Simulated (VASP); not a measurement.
Write the native input for VASP 6.6.1 that does the following.

```yaml
Task: single point
Functional: PBE
Potentials_or_basis: VASP PAW PBE potentials, release 64 (Ba_sv, Hf_pv, Ga_d)
Cutoff: 520 eV
k_mesh: 6 × 6 × 8
Occupations: gaussian, width 0.1 eV
Spin: no spin polarisation
Dipole_correction: no
Further_INCAR_settings: ALGO = Fast; EDIFF = 1e-06; NBANDS = 44
```

The structure of Ba2HfGa3 lies in POSCAR:

```
Ba2HfGa3
1.0
    6.0567083311      0.0000000000      0.0000000000
   -3.0283541656      5.2452632780      0.0000000000
    0.0000000000      0.0000000000      5.8117365297
Ba Hf Ga
2 1 3
Direct
    0.3333333333      0.6666666667      0.0000000000
    0.6666666667      0.3333333333      0.0000000000
    0.0000000000      0.0000000000      0.0000000000
    0.5000000000      0.0000000000      0.5000000000
    0.5000000000      0.5000000000      0.5000000000
    0.0000000000      0.5000000000      0.5000000000
```

These files were run (other wordings do the same):

INCAR

```
SYSTEM = Ba2HfGa3
ALGO = Fast
EDIFF = 1E-6
ENCUT = 520
GGA = PE
ISIF = 2
ISMEAR = 0
LASPH = .True.
LCHARG = .False.
LREAL = .False.
LWAVE = .False.
NBANDS = 44
NELM = 100
PREC = Accurate
SIGMA = 0.1
```

KPOINTS

```
k-points
0
Gamma
  6 6 8
  0 0 0
```

Potentials or basis: VASP PAW PBE potentials, release 64 (Ba_sv, Hf_pv, Ga_d).

The run is started by

```console
$ cat potpaw_PBE.64/Ba_sv/POTCAR potpaw_PBE.64/Hf_pv/POTCAR potpaw_PBE.64/Ga_d/POTCAR > POTCAR
$ mpirun -np 1 vasp_std > vasp.out
```

It gave:

| Item | Value |
| --- | --- |
| Pressure | 0.4 GPa |
| Band gap on the k mesh | zero (an odd number of electrons rules out a gap without spin polarisation) |

Caveat: spin-orbit coupling is left out, which moves the levels of the heavy elements.

Run time: 9 min on 1 thread of Intel(R) Xeon(R) 6975P-C (Granite Rapids), on a shared host, peak memory 0.5 GiB.
